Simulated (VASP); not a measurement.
# MgI2 (P-3m1) in VASP: single point with PBE

Aim: the single point of MgI2 with PBE.

Everything below comes from runs of VASP 6.6.1. Logs are shortened: lines on timing, memory, paths and dates and some standing lists are left out, and cuts for length are marked.

## 1. The cell of the first run

It takes space group P-3m1 (No. 164, trigonal). Conventional cell: a = 4.154 Å, b = 4.154 Å, c = 6.862 Å, α = 90.00°, β = 90.00°, γ = 120.00°. Within 3.8 Å of Mg (site symmetry -3m) lie 6 I at 2.92 Å. I (site symmetry 3m) has 3 Mg at 2.92 Å within 3.8 Å.

## 2. Single point, PBE

INCAR reads:

```
SYSTEM = MgI2
ALGO = Normal ; EDIFF = 1E-7
ENCUT = 520 ; GGA = PE
ISIF = 2 ; ISMEAR = 0
LASPH = .True. ; LCHARG = .False.
LREAL = .False. ; LWAVE = .False.
NBANDS = 15 ; NELM = 60
PREC = Accurate ; SIGMA = 0.05
```

KPOINTS reads:

```
k-points
0
Gamma
  6 6 4
  0 0 0
```

POSCAR reads:

```
MgI2
1.0
    4.1537001214      0.0000000000      0.0000000000
   -2.0768500607      3.5972098248      0.0000000000
    0.0000000000      0.0000000000      6.8620000000
Mg I
1 2
Direct
    0.0000000000      0.0000000000      0.0000000000
    0.3333333333      0.6666666667      0.7576300000
    0.6666666667      0.3333333333      0.2423700000
```

Potentials or basis: VASP PAW PBE potentials, release 64 (Mg, I).

Command:

```console
> cat potpaw_PBE.64/Mg/POTCAR potpaw_PBE.64/I/POTCAR > POTCAR
> mpirun -np 1 vasp_std > vasp.out
```

OUTCAR:

```text
SYSTEM = MgI2
   EDIFF = 1E-7
   ENCUT = 520
   GGA = PE
   ISIF = 2
   ISMEAR = 0
   LASPH = .True.
   LREAL = .False.
   NELM = 60
   PREC = Accurate

 ion  position               nearest neighbor table
   1  0.000  0.000  0.000-   2 2.92   3 2.92   2 2.92   3 2.92   3 2.92   2 2.92
   2  0.333  0.667  0.758-   1 2.92   1 2.92   1 2.92
   3  0.667  0.333  0.242-   1 2.92   1 2.92   1 2.92

  LATTYP: Found a hexagonal cell.
 ALAT       =     4.1537001214
 C/A-ratio  =     1.6520210413

  Lattice vectors:

 A1 = (   4.1537001214,   0.0000000000,   0.0000000000)
 A2 = (  -2.0768500607,   3.5972098248,   0.0000000000)
 A3 = (   0.0000000000,   0.0000000000,   6.8620000000)

Analysis of symmetry for initial positions (statically):
=====================================================================
 Subroutine PRICEL returns:
 Original cell was already a primitive cell.

 Routine SETGRP: Setting up the symmetry group for a
 hexagonal supercell.

 Subroutine GETGRP returns: Found 12 space group operations
 (whereof 12 operations were pure point group operations)
 out of a pool of 24 trial point group operations.

The static configuration has the point symmetry D_3d.

Analysis of symmetry for dynamics (positions and initial velocities):
=====================================================================
 Subroutine PRICEL returns:
 Original cell was already a primitive cell.

 Routine SETGRP: Setting up the symmetry group for a
 hexagonal supercell.

 Subroutine GETGRP returns: Found 12 space group operations
 (whereof 12 operations were pure point group operations)
 out of a pool of 24 trial point group operations.

The dynamic configuration has the point symmetry D_3d.

 Subroutine INISYM returns: Found 12 space group operations
 (whereof 12 operations are pure point group operations),
 and found     1 'primitive' translations

----------------------------------------------------------------------------------------

                                     Primitive cell

  volume of cell :     102.5302

  direct lattice vectors                    reciprocal lattice vectors
     4.153700121  0.000000000  0.000000000     0.240749205  0.138996618  0.000000000
    -2.076850061  3.597209825  0.000000000     0.000000000  0.277993236  0.000000000
     0.000000000  0.000000000  6.862000000     0.000000000  0.000000000  0.145730108

  length of vectors
     4.153700121  4.153700121  6.862000000     0.277993236  0.277993236  0.145730108

  position of ions in fractional coordinates (direct lattice)
     0.000000000  0.000000000  0.000000000
     0.333333333  0.666666667  0.757630000
     0.666666667  0.333333333  0.242370000

  ion indices of the primitive-cell ions
   primitive index   ion index
                 1           1
                 2           2
                 3           3

----------------------------------------------------------------------------------------

 KPOINTS: k-points

Automatic generation of k-mesh.
 Grid dimensions read from file:
 generate k-points for:    6    6    4

 Generating k-lattice:

  Cartesian coordinates                     Fractional coordinates (reciprocal lattice)
     0.040124867  0.023166103  0.000000000     0.166666667 -0.000000000  0.000000000
     0.000000000  0.046332206  0.000000000     0.000000000  0.166666667  0.000000000
     0.000000000  0.000000000  0.036432527     0.000000000  0.000000000  0.250000000

  Length of vectors
     0.046332206  0.046332206  0.036432527

  Shift w.r.t. Gamma in fractional coordinates (k-lattice)
     0.000000000  0.000000000  0.000000000

 Subroutine IBZKPT returns following result:
 ===========================================

 Found     24 irreducible k-points:

 Following reciprocal coordinates:
            Coordinates               Weight
  0.000000  0.000000  0.000000      1.000000
  0.166667  0.000000  0.000000      6.000000
  0.333333  0.000000  0.000000      6.000000
  0.500000  0.000000  0.000000      3.000000
  0.166667  0.166667  0.000000      6.000000
  0.333333  0.166667  0.000000     12.000000
[... 16 lines left out ...]
  0.333333  0.166667  0.500000     12.000000
  0.333333  0.333333  0.500000      2.000000
   k-points           NKPTS =     24   k-points in BZ     NKDIM =     24   number of bands    NBANDS=     15
   number of dos      NEDOS =    301   number of ions     NIONS =      3
   total plane-waves  NPLWV =  55296
   dimension x,y,z NGX =    32 NGY =   32 NGZ =   54
   dimension x,y,z NGXF=    64 NGYF=   64 NGZF=  108
   ions per type =               1   2
   NGX,Y,Z   is equivalent  to a cutoff of  12.81, 12.81, 13.08 a.u.
   NGXF,Y,Z  is equivalent  to a cutoff of  25.62, 25.62, 26.17 a.u.
 SYSTEM =  MgI2
   PREC   = accura    normal or accurate (medium, high low for compatibility)
   ISTART =      0    job   : 0-new  1-cont  2-samecut
   ICHARG =      2    charge: 1-file 2-atom 10-const
   ISPIN  =      1    spin polarized calculation?
   LNONCOLLINEAR =      F non collinear calculations
   LSORBIT =      F    spin-orbit coupling
   LASPH  =      T    aspherical Exc in radial PAW
   ENCUT  =  520.0 eV  38.22 Ry    6.18 a.u.   7.72  7.72 12.76*2*pi/ulx,y,z
   NELM   =     60;   NELMIN=  2; NELMDL= -5     # of ELM steps
   EDIFF  = 0.1E-06   stopping-criterion for ELM
   LREAL  =      F    real-space projection
   EDIFFG = 0.1E-05   stopping-criterion for IOM
   NSW    =      0    number of steps for IOM
   IBRION =     -1    ionic relax: 0-MD 1-quasi-New 2-CG
   NFREE  =      0    steps in history (QN), initial steepest desc. (CG)
   ISIF   =      2    stress and relaxation
   ISYM   =      2    0-nonsym 1-usesym 2-fastsym
   POTIM  = 0.5000    time-step for ionic-motion
   TEBEG  =    0.0;   TEEND  =   0.0 temperature during run
   PSTRESS=    0.0 pullay stress
   NELECT =      16.0000    total number of electrons
   NUPDOWN=      -1.0000    fix difference up-down
   EMIN   =  10.00;   EMAX   =-10.00  energy-range for DOS
   EFERMI =   0.00;   METHOD = LEGACY
   ISMEAR =     0;   SIGMA  =   0.05  broadening in eV -4-tet -1-fermi 0-gaus
   EFERMI_NEDOS =   21; number of points for ismear=-14 and -15
   IALGO  =     38    algorithm
   IMIX   =      4    mixing-type and parameters
     AMIX     =   0.40;   BMIX     =  1.00
     AMIX_MAG =   1.60;   BMIX_MAG =  1.00
  volume/ion in A,a.u.               =      34.18       230.64
  Fermi-wavevector in a.u.,A,eV,Ry     =   0.881382  1.665571 10.569477  0.776835
  Thomas-Fermi vector in A             =   2.001871
   LORBIT       =      0    0 simple, 1 ext, 2 COOP (PROOUT), +10 PAW based schemes
   GGA     = PE    functional components
   LHFCALC =     F    Hartree Fock is set to
   AEXX    =    0.0000 exact exchange contribution
   IVDW    =     0    specifies the selected vdW correction
   LEPSILON=     F    determine dielectric tensor
   LRPA    =     F    only Hartree local field effects (RPA)
 non-spin polarized calculation
 Gauss-broadening in eV      SIGMA  =   0.05
  energy-cutoff  :      520.00
  volume of cell :      102.53
 maximum number of plane-waves:      2798
 NGX is ok and might be reduce to    32
   NGX = 15   NGY = 15   NGZ = 25

 number of electron      16.0000001 magnetization

 Free energy of the ion-electron system (eV)
  ---------------------------------------------------
  ext. energy  EPLUGINS =         0.00000000
  ---------------------------------------------------
  free energy    TOTEN  =        -7.69552543 eV

  energy without entropy =       -7.69552543  energy(sigma->0) =       -7.69552543

 E-fermi :   2.5666     XC(G=0):  -8.2135

 val. band max:        2.3270354974   @ k =   0.0000   0.0000   0.0000
 cond. band min:       5.8334538883   @ k =   0.5000   0.0000   0.2500
 fundamental gap:      3.5064183910
 Fermi energy:         2.5665837842

 k-point     1 :       0.0000    0.0000    0.0000
  band No.  band energies     occupation
      1      -9.7685      2.00000
      2      -9.0521      2.00000
      3      -1.2266      2.00000
      4       1.8505      2.00000
      5       1.8505      2.00000
      6       2.2346      2.00000
      7       2.2346      2.00000
      8       2.3270      2.00000
      9       6.0138      0.00000
     10       7.0760      0.00000
     11       8.9965      0.00000
     12       8.9965      0.00000
     13       9.7942      0.00000
     14      10.4543      0.00000
     15      10.4543      0.00000

 k-point     2 :       0.1667    0.0000    0.0000
  band No.  band energies     occupation
      1      -9.6271      2.00000
      2      -8.9810      2.00000
      3      -1.0333      2.00000
      4       0.8624      2.00000
      5       1.3825      2.00000
      6       1.5399      2.00000
      7       2.1803      2.00000
      8       2.2258      2.00000
      9       6.8842      0.00000
     10       7.7070      0.00000
     11       8.5097      0.00000
     12       9.3631      0.00000
     13       9.5113      0.00000
     14      10.3117      0.00000
     15      10.8428      0.00000

 k-point     3 :       0.3333    0.0000    0.0000
  band No.  band energies     occupation
      1      -9.2895      2.00000
      2      -8.8571      2.00000
      3      -0.8664      2.00000
      4      -0.2888      2.00000
      5       0.3564      2.00000
      6       1.0991      2.00000
      7       1.8401      2.00000
      8       1.9696      2.00000
      9       6.3616      0.00000
     10       7.7819      0.00000
     11       8.2414      0.00000
     12       9.3978      0.00000
     13       9.9208      0.00000
     14      11.0518      0.00000
     15      11.3826      0.00000
[... 343 lines left out ...]
 k-point    23 :       0.3333    0.1667    0.5000
  band No.  band energies     occupation
      1      -9.0056      2.00000
      2      -8.8907      2.00000
      3      -1.1270      2.00000
      4      -0.6544      2.00000
      5       0.3634      2.00000
      6       0.7645      2.00000
      7       1.6068      2.00000
      8       1.7378      2.00000
      9       6.6018      0.00000
     10       7.9112      0.00000
     11       8.5727      0.00000
     12       9.2016      0.00000
     13       9.4205      0.00000
     14      10.6015      0.00000
     15      11.5156      0.00000

 k-point    24 :       0.3333    0.3333    0.5000
  band No.  band energies     occupation
      1      -8.8800      2.00000
      2      -8.8800      2.00000
      3      -0.8661      2.00000
      4      -0.4618      2.00000
      5      -0.4618      2.00000
      6       0.0978      2.00000
      7       1.7708      2.00000
      8       1.7708      2.00000
      9       7.1295      0.00000
     10       8.0912      0.00000
     11       8.0912      0.00000
     12       9.6627      0.00000
     13      10.6258      0.00000
     14      10.8807      0.00000
     15      11.1146      0.00000

------------------------ aborting loop because EDIFF is reached ----------------------------------------

  FORCE on cell =-STRESS in cart. coord.  units (eV):
  Direction    XX          YY          ZZ          XY          YZ          ZX
  --------------------------------------------------------------------------------------
  -------------------------------------------------------------------------------------
  Total        0.7215498      0.7215498      0.8868466      0.0000000     -0.0000000      0.0000000
  in kB       11.2752263     11.2752263     13.8582210      0.0000000     -0.0000000      0.0000000
  external PRESSURE =      12.1362245 kB  Pullay stress =       0.0000000 kB

 VOLUME and BASIS-vectors are now :
 -----------------------------------------------------------------------------
  energy-cutoff  :      520.00
  volume of cell :      102.53
      direct lattice vectors                 reciprocal lattice vectors
     4.153700121  0.000000000  0.000000000     0.240749205  0.138996618  0.000000000
    -2.076850061  3.597209825  0.000000000     0.000000000  0.277993236  0.000000000
     0.000000000  0.000000000  6.862000000     0.000000000  0.000000000  0.145730108

 POSITION                                       TOTAL-FORCE (eV/Angst)
 -----------------------------------------------------------------------------------
      0.00000      0.00000      0.00000        -0.000000      0.000000      0.000000
     -0.00000      2.39814      5.19886        -0.000000     -0.000000     -0.028224
      2.07685      1.19907      1.66314         0.000000      0.000000      0.028224
 -----------------------------------------------------------------------------------
    total drift:                               -0.000000      0.000000     -0.000000

  FREE ENERGIE OF THE ION-ELECTRON SYSTEM (eV)
  ---------------------------------------------------
  free  energy   TOTEN  =        -7.6955254328 eV

  energy  without entropy=       -7.6955254328  energy(sigma->0) =       -7.69552543
```

Run time: 58 s. Hardware: 1 thread of Intel Xeon Platinum 8375C at 2.90GHz (Ice Lake), shared host; peak memory 0.23 GiB.

Results:

| Item | Value |
| --- | --- |
| Free energy | -7.6955 eV |
| Pressure | 1.2 GPa |
| Largest force | 0.028 eV/Å |
| Band gap on the k mesh | 3.51 eV, indirect (least direct gap 3.69 eV) |

Forces in eV/Å, atoms in the order of the input:
```
Mg   0.000  0.000  0.000
I    0.000  0.000 -0.028
I    0.000  0.000  0.028
```

Levels at points of the mesh, in eV from the valence-band top:
```csv
k point,band 4,band 5,band 6,band 7,band 8,band 9,band 10,band 11,band 12,band 13
"(0.00, 0.00, 0.00)",-0.48,-0.48,-0.09,-0.09,0.00,3.69,4.75,6.67,6.67,7.47
"(0.50, 0.00, 0.00)",-2.83,-1.88,-1.41,-0.92,-0.47,3.61,5.31,5.50,6.93,8.00
"(0.00, 0.00, 0.50)",-1.45,-0.38,-0.38,-0.20,-0.20,4.63,4.84,6.49,6.49,7.79
"(0.50, 0.00, 0.50)",-3.22,-1.24,-1.14,-0.81,-0.71,3.52,5.20,5.67,6.06,7.71
```

Caveat: spin-orbit coupling is left out, which moves the levels of the heavy elements; this functional lacks dispersion, which binds the layers, so the pressure and a relaxed spacing across them are unreliable. A hybrid or GW would open this gap; PBE tends to underestimate it.
